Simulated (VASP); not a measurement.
# Pd12S in VASP: relaxation of the atoms with LDA

Aim: the relaxation of the atoms of Pd12S with LDA.

All numbers are computed with VASP 6.6.1; they aren't measurements. Logs are shortened: lines on timing, memory, paths and dates and some standing lists are left out, and cuts for length are marked.

## Step 1: The cell of the first run

The cell holds a slab with vacuum, 13 atoms: a = 5.429 Å, b = 5.429 Å, c = 19.933 Å, α = 90.00°, β = 90.00°, γ = 120.00°.

## Step 2: Relaxation of the atoms, LDA

Contents of INCAR:

```
SYSTEM = Pd12S
PREC = Accurate
ENCUT = 450
EDIFF = 1E-7
ISMEAR = 0
SIGMA = 0.1
LREAL = .FALSE.
LASPH = .TRUE.
NELM = 120
ALGO = Normal
ISIF = 2
LWAVE = .FALSE.
LCHARG = .FALSE.
LDIPOL = .TRUE.
IDIPOL = 3
DIPOL = 0.5 0.5 0.326
GGA = CA
IBRION = 2
NSW = 36
EDIFFG = -0.025
GGA_COMPAT = .FALSE.
NELMIN = 4
NELMDL = -8
KPAR = 4
```

Contents of KPOINTS:

```
regular mesh
0
G
  6 6 1
  0 0 0
```

Contents of POSCAR:

```
Pd12S
1.0
    5.4294429566      0.0000000000      0.0000000000
   -2.7147214783      4.7020355288      0.0000000000
    0.0000000000      0.0000000000     19.9331216110
Pd S
12 1
Selective dynamics
Direct
    0.3333333333      0.1666666667      0.2006710278  F F F
    0.3333333333      0.6666666667      0.2006710278  F F F
    0.8333333333      0.1666666667      0.2006710278  F F F
    0.8333333333      0.6666666667      0.2006710278  F F F
    0.1666666667      0.3333333333      0.3118709115  F F F
    0.1666666667      0.8333333333      0.3118709115  F F F
    0.6666666667      0.3333333333      0.3118709115  F F F
    0.6666666667      0.8333333333      0.3118709115  F F F
    0.0000000000      0.0000000000      0.4230707952  F F F
    0.0000000000      0.5000000000      0.4230707952  F F F
    0.5000000000      0.0000000000      0.4230707952  F F F
    0.5000000000      0.5000000000      0.4230707952  F F F
    0.3333333333      0.1666666667      0.4957694002  F F T
```

Potentials or basis: VASP PAW LDA potentials, release 64 (Pd, S).

Launch:

```bash
$ cat potpaw_LDA.64/Pd/POTCAR potpaw_LDA.64/S/POTCAR > POTCAR
$ mpirun -np 4 vasp_std > vasp.out
```

OUTCAR:

```text
SYSTEM = Pd12S
   PREC = Accurate
   ENCUT = 450
   EDIFF = 1E-7
   ISMEAR = 0
   LREAL = .FALSE.
   LASPH = .TRUE.
   NELM = 120
   ISIF = 2
   GGA = CA
   IBRION = 2
   NSW = 36
   EDIFFG = -0.025
   NELMIN = 4
   NELMDL = -8

 ion  position               nearest neighbor table
   1  0.333  0.167  0.201-   5 2.71   6 2.71   7 2.71   4 2.71   2 2.71   2 2.71   4 2.71   3 2.71
                             3 2.71
   2  0.333  0.667  0.201-   6 2.71   5 2.71   8 2.71   3 2.71   1 2.71   1 2.71   3 2.71   4 2.71
                             4 2.71
   3  0.833  0.167  0.201-   7 2.71   8 2.71   5 2.71   4 2.71   2 2.71   4 2.71   2 2.71   1 2.71
                             1 2.71
   4  0.833  0.667  0.201-   8 2.71   7 2.71   6 2.71   3 2.71   1 2.71   3 2.71   1 2.71   2 2.71
                             2 2.71
   5  0.167  0.333  0.312-   1 2.71   9 2.71  12 2.71   2 2.71  10 2.71   3 2.71   8 2.71   6 2.71
                             6 2.71   8 2.71   7 2.71   7 2.71
   6  0.167  0.833  0.312-   2 2.71  10 2.71  11 2.71   1 2.71   9 2.71   4 2.71   7 2.71   5 2.71
                             5 2.71   7 2.71   8 2.71   8 2.71
   7  0.667  0.333  0.312-   3 2.71  11 2.71  10 2.71   4 2.71  12 2.71   1 2.71   8 2.71   6 2.71
                             8 2.71   6 2.71   5 2.71   5 2.71
   8  0.667  0.833  0.312-   4 2.71  12 2.71   9 2.71   3 2.71  11 2.71   2 2.71   7 2.71   5 2.71
                             7 2.71   5 2.71   6 2.71   6 2.71
   9  0.000  0.000  0.423-  13 2.13   5 2.71   8 2.71   6 2.71  12 2.71  10 2.71  10 2.71  12 2.71
                            11 2.71  11 2.71
  10  0.000  0.500  0.423-   6 2.71   7 2.71   5 2.71   9 2.71  11 2.71   9 2.71  11 2.71  12 2.71
                            12 2.71
  11  0.500  0.000  0.423-  13 2.13   7 2.71   6 2.71   8 2.71  12 2.71  10 2.71  12 2.71  10 2.71
                             9 2.71   9 2.71
  12  0.500  0.500  0.423-  13 2.13   8 2.71   5 2.71   7 2.71  11 2.71   9 2.71  11 2.71   9 2.71
                            10 2.71  10 2.71
  13  0.333  0.167  0.496-  12 2.13   9 2.13  11 2.13

  LATTYP: Found a hexagonal cell.
 ALAT       =     5.4294429566
 C/A-ratio  =     3.6713014153

  Lattice vectors:

 A1 = (   5.4294429566,   0.0000000000,   0.0000000000)
 A2 = (  -2.7147214783,   4.7020355288,   0.0000000000)
 A3 = (   0.0000000000,   0.0000000000,  19.9331216110)

Analysis of symmetry for initial positions (statically):
=====================================================================
 Subroutine PRICEL returns:
 Original cell was already a primitive cell.

 Routine SETGRP: Setting up the symmetry group for a
 hexagonal supercell.

 Subroutine GETGRP returns: Found  6 space group operations
 (whereof  2 operations were pure point group operations)
 out of a pool of 24 trial point group operations.

The static configuration has the point symmetry C_1h.
 The point group associated with its full space group is C_3v.

Analysis of symmetry for dynamics (positions and initial velocities):
=====================================================================
 Subroutine PRICEL returns:
 Original cell was already a primitive cell.

 Routine SETGRP: Setting up the symmetry group for a
 hexagonal supercell.

 Subroutine GETGRP returns: Found  6 space group operations
 (whereof  2 operations were pure point group operations)
 out of a pool of 24 trial point group operations.

The dynamic configuration has the point symmetry C_1h.
 The point group associated with its full space group is C_3v.

Analysis of constrained symmetry for selective dynamics:
=====================================================================
 Subroutine PRICEL returns:
 Original cell was already a primitive cell.

 Routine SETGRP: Setting up the symmetry group for a
 hexagonal supercell.

 Subroutine GETGRP returns: Found  6 space group operations
 (whereof  2 operations were pure point group operations)
 out of a pool of 24 trial point group operations.

The constrained configuration has the point symmetry C_1h.
 The point group associated with its full space group is C_3v.

 Subroutine INISYM returns: Found  6 space group operations
 (whereof  2 operations are pure point group operations),
 and found     1 'primitive' translations

----------------------------------------------------------------------------------------

                                     Primitive cell

  volume of cell :     508.8813

  direct lattice vectors                    reciprocal lattice vectors
     5.429442957  0.000000000  0.000000000     0.184180957  0.106336925  0.000000000
    -2.714721478  4.702035529  0.000000000     0.000000000  0.212673850  0.000000000
[... 56 lines left out ...]

 Subroutine IBZKPT returns following result:
 ===========================================

 Found      7 irreducible k-points:

 Following reciprocal coordinates:
            Coordinates               Weight
  0.000000  0.000000  0.000000      1.000000
  0.166667 -0.000000  0.000000      6.000000
  0.333333  0.000000  0.000000      6.000000
  0.500000  0.000000  0.000000      3.000000
  0.166667  0.166667  0.000000      6.000000
  0.333333  0.166667  0.000000     12.000000
  0.333333  0.333333  0.000000      2.000000
   k-points           NKPTS =      7   k-points in BZ     NKDIM =      7   number of bands    NBANDS=     75
   number of dos      NEDOS =    301   number of ions     NIONS =     13
   total plane-waves  NPLWV = 224000
   dimension x,y,z NGX =    40 NGY =   40 NGZ =  140
   dimension x,y,z NGXF=    80 NGYF=   80 NGZF=  280
   ions per type =              12   1
   NGX,Y,Z   is equivalent  to a cutoff of  12.25, 12.25, 11.68 a.u.
   NGXF,Y,Z  is equivalent  to a cutoff of  24.50, 24.50, 23.35 a.u.
 SYSTEM =  Pd12S
   PREC   = accura    normal or accurate (medium, high low for compatibility)
   ISTART =      0    job   : 0-new  1-cont  2-samecut
   ICHARG =      2    charge: 1-file 2-atom 10-const
   ISPIN  =      1    spin polarized calculation?
   LNONCOLLINEAR =      F non collinear calculations
   LSORBIT =      F    spin-orbit coupling
   LASPH  =      T    aspherical Exc in radial PAW
   ENCUT  =  450.0 eV  33.07 Ry    5.75 a.u.   9.39  9.39 34.48*2*pi/ulx,y,z
   NELM   =    120;   NELMIN=  4; NELMDL= -8     # of ELM steps
   EDIFF  = 0.1E-06   stopping-criterion for ELM
   LREAL  =      F    real-space projection
   EDIFFG = -.3E-01   stopping-criterion for IOM
   NSW    =     36    number of steps for IOM
   IBRION =      2    ionic relax: 0-MD 1-quasi-New 2-CG
   NFREE  =      1    steps in history (QN), initial steepest desc. (CG)
   ISIF   =      2    stress and relaxation
   ISYM   =      2    0-nonsym 1-usesym 2-fastsym
   POTIM  = 0.5000    time-step for ionic-motion
   TEBEG  =    0.0;   TEEND  =   0.0 temperature during run
   PSTRESS=    0.0 pullay stress
   NELECT =     126.0000    total number of electrons
   NUPDOWN=      -1.0000    fix difference up-down
   EMIN   =  10.00;   EMAX   =-10.00  energy-range for DOS
   EFERMI =   0.00;   METHOD = LEGACY
   ISMEAR =     0;   SIGMA  =   0.10  broadening in eV -4-tet -1-fermi 0-gaus
   EFERMI_NEDOS =   21; number of points for ismear=-14 and -15
   IALGO  =     38    algorithm
   IMIX   =      4    mixing-type and parameters
     AMIX     =   0.40;   BMIX     =  1.00
     AMIX_MAG =   1.60;   BMIX_MAG =  1.00
  volume/ion in A,a.u.               =      39.14       264.16
  Fermi-wavevector in a.u.,A,eV,Ry     =   1.027999  1.942637 14.378401  1.056783
  Thomas-Fermi vector in A             =   2.161973
   LORBIT       =      0    0 simple, 1 ext, 2 COOP (PROOUT), +10 PAW based schemes
   GGA     = CA    functional components
   LHFCALC =     F    Hartree Fock is set to
   AEXX    =    0.0000 exact exchange contribution
   IVDW    =     0    specifies the selected vdW correction
   LEPSILON=     F    determine dielectric tensor
   LRPA    =     F    only Hartree local field effects (RPA)
 conjugate gradient relaxation of ions
 non-spin polarized calculation
 Gauss-broadening in eV      SIGMA  =   0.10
  energy-cutoff  :      450.00
  volume of cell :      508.88
 maximum number of plane-waves:     11085
 NGX is ok and might be reduce to    40
   NGX = 19   NGY = 19   NGZ = 69

--------------------------------------- Ionic step        1  -------------------------------------------

 number of electron     126.0000023 magnetization

 Free energy of the ion-electron system (eV)
  ---------------------------------------------------
  ext. energy  EPLUGINS =         0.00000000
  ---------------------------------------------------
  free energy    TOTEN  =       -78.66105586 eV

  energy without entropy =      -78.54686691  energy(sigma->0) =      -78.60396138

------------------------ aborting loop because EDIFF is reached ----------------------------------------

  FORCE on cell =-STRESS in cart. coord.  units (eV):
  Direction    XX          YY          ZZ          XY          YZ          ZX
  --------------------------------------------------------------------------------------
  -------------------------------------------------------------------------------------
  Total       -4.0449678     -4.0449678      5.1520897     -0.0000000      0.0000000      0.0000000
  in kB      -12.7352993    -12.7352993     16.2209954     -0.0000000      0.0000000      0.0000000
  external PRESSURE =      -3.0832010 kB  Pullay stress =       0.0000000 kB
[... 28 lines left out ...]
  FREE ENERGIE OF THE ION-ELECTRON SYSTEM (eV)
  ---------------------------------------------------
  free  energy   TOTEN  =       -78.6610558572 eV

  energy  without entropy=      -78.5468669108  energy(sigma->0) =      -78.60396138

 dipolmoment           0.000000      0.000000      0.020638 electrons x Angstroem

--------------------------------------- Ionic step        2  -------------------------------------------

 number of electron     126.0000023 magnetization

------------------------ aborting loop because EDIFF is reached ----------------------------------------

 vacuum level on the upper side and lower side of the slab       (xc-potential included)        -0.194         0.043

  FORCE on cell =-STRESS in cart. coord.  units (eV):
  Direction    XX          YY          ZZ          XY          YZ          ZX
  --------------------------------------------------------------------------------------
  -------------------------------------------------------------------------------------
  Total       -6.0916913     -6.0916913      2.0311968      0.0000000     -0.0000000     -0.0000000
  in kB      -19.1792655    -19.1792655      6.3950815      0.0000000     -0.0000000     -0.0000000
  external PRESSURE =     -10.6544832 kB  Pullay stress =       0.0000000 kB
[... 34 lines left out ...]
--------------------------------------- Ionic step        3  -------------------------------------------

 number of electron     126.0000021 magnetization

 dipolmoment           0.000000      0.000000     -0.033166 electrons x Angstroem

 Free energy of the ion-electron system (eV)
  ---------------------------------------------------
  ext. energy  EPLUGINS =         0.00000000
  ---------------------------------------------------
  free energy    TOTEN  =       -78.77628125 eV

  energy without entropy =      -78.65686468  energy(sigma->0) =      -78.71657296

 E-fermi :   0.1321     XC(G=0):  -5.8432

 val. band max:        0.1206927529   @ k =   0.1667  -0.0000   0.0000
 cond. band min:       0.1368438457   @ k =   0.0000   0.0000   0.0000
 fundamental gap:      0.0161510927
 Fermi energy:         0.1321013468

 k-point     1 :       0.0000    0.0000    0.0000
  band No.  band energies     occupation
      1     -13.5441      2.00000
      2      -6.6399      2.00000
      3      -6.0709      2.00000
      4      -5.7300      2.00000
      5      -5.7300      2.00000
      6      -5.3736      2.00000
[... 535 lines left out ...]
     74       5.6819      0.00000
     75       5.8740      0.00000

------------------------ aborting loop because EDIFF is reached ----------------------------------------

 vacuum level on the upper side and lower side of the slab       (xc-potential included)        -0.243        -0.014

  FORCE on cell =-STRESS in cart. coord.  units (eV):
  Direction    XX          YY          ZZ          XY          YZ          ZX
  --------------------------------------------------------------------------------------
  -------------------------------------------------------------------------------------
  Total       -6.3733834     -6.3733834      1.5505560     -0.0000000      0.0000000     -0.0000000
  in kB      -20.0661535    -20.0661535      4.8818175     -0.0000000      0.0000000     -0.0000000
  external PRESSURE =     -11.7501632 kB  Pullay stress =       0.0000000 kB
[... 28 lines left out ...]
  FREE ENERGIE OF THE ION-ELECTRON SYSTEM (eV)
  ---------------------------------------------------
  free  energy   TOTEN  =       -78.7762812467 eV

  energy  without entropy=      -78.6568646790  energy(sigma->0) =      -78.71657296

 reached required accuracy - stopping structural energy minimisation

 vacuum level on the upper side and lower side of the slab         5.468         5.704
```

Run time: 13 min. Hardware: 4 MPI ranks of AMD EPYC 7R43 (Zen 3), shared host; peak memory 0.55 GiB.

Results:

| Property | Result |
| --- | --- |
| Free energy | -78.7763 eV |
| Energy gained by relaxing | 8.9 meV/atom |
| Ionic steps | 3 |
| Band gap on the k mesh | zero (bands 63 and 64 overlap by 0.48 eV) |

Step by step:
```tsv
step	energy change (eV)	largest force on free atoms (eV/Å)	pressure (GPa)
1	0.0000	2.0738	-0.31
2	-0.1132	0.2560	-1.07
3	-0.1152	0.0004	-1.18
```

Final structure:
```
Pd S
1.0
     5.42944    0.00000    0.00000
    -2.71472    4.70204    0.00000
     0.00000    0.00000   19.93312
Pd S
12 1
Direct
  0.33333 0.16667 0.20067
  0.33333 0.66667 0.20067
  0.83333 0.16667 0.20067
  0.83333 0.66667 0.20067
  0.16667 0.33333 0.31187
  0.16667 0.83333 0.31187
  0.66667 0.33333 0.31187
  0.66667 0.83333 0.31187
  0.00000 0.00000 0.42307
  0.00000 0.50000 0.42307
  0.50000 0.00000 0.42307
  0.50000 0.50000 0.42307
  0.33333 0.16667 0.50160
```

Levels at points of the mesh, in eV from the Fermi level:
```csv
k point,band 61,band 62,band 63,band 64,band 65,band 66
"(0.00, 0.00, 0.00)",0.16,0.28,0.28,0.39,0.41,0.41
"(0.50, 0.00, 0.00)",-0.19,-0.17,-0.05,0.06,0.12,0.38
```
